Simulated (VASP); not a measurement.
Set up this calculation in VASP 6.6.1, as the native input.

```yaml
Task: single point
Functional: r2SCAN
Potentials_or_basis: VASP PAW PBE potentials, release 64 (Cd, S)
Cutoff: 520 eV
k_mesh: 6 × 6 × 6
Occupations: gaussian, width 0.01 eV
Spin: no spin polarisation
Dipole_correction: no
Further_INCAR_settings: ALGO = Normal; EDIFF = 1e-06; NBANDS = 16
```

The system is CdS.

```
Cd S
1.0
     0.00000    2.93921    2.93921
     2.93921    0.00000    2.93921
     2.93921    2.93921    0.00000
Cd S
1 1
Direct
  0.00000 0.00000 0.00000
  0.25000 0.25000 0.25000
```

The input as run:

POSCAR

```
CdS
1.0
    0.0000000000      2.9392138883      2.9392138883
    2.9392138883      0.0000000000      2.9392138883
    2.9392138883      2.9392138883      0.0000000000
Cd S
1 1
Direct
    0.0000000000      0.0000000000      0.0000000000
    0.2500000000      0.2500000000      0.2500000000
```

INCAR.step1

```
PREC = Accurate ; ENCUT = 520
ISMEAR = 0 ; SIGMA = 0.01
LREAL = False ; LASPH = True
NELM = 60 ; NBANDS = 16
GGA = PE ; ALGO = Normal
EDIFF = 1E-4 ; LWAVE = True
LCHARG = False
```

INCAR.step2

```
PREC = Accurate ; ENCUT = 520
EDIFF = 1E-6 ; ISMEAR = 0
SIGMA = 0.01 ; LREAL = False
LASPH = True ; NELM = 60
ALGO = Normal ; ISIF = 2
LWAVE = False ; LCHARG = True
METAGGA = R2SCAN ; LMIXTAU = True
LELF = True ; LVHAR = True
NBANDS = 16 ; ISTART = 1
```

KPOINTS

```
regular mesh
0
Gamma
  6 6 6
```

Potentials or basis: VASP PAW PBE potentials, release 64 (Cd, S).

Command:

```bash
$ cat potpaw_PBE.64/Cd/POTCAR potpaw_PBE.64/S/POTCAR > POTCAR
$ cp INCAR.step1 INCAR
$ mpirun -np 1 vasp_std > vasp.out
$ cp INCAR.step2 INCAR
$ mpirun -np 1 vasp_std > vasp.out
```

It gave:

```yaml
Pressure: 0.3 GPa
Band_gap_on_the_k_mesh: 1.54 eV
```

Caveat: the PAW data sets were made with another functional, which shifts forces and pressure a little.

It took 40 s on 1 thread of Intel Xeon 8259CL, on a shared host, peak memory 0.18 GiB.
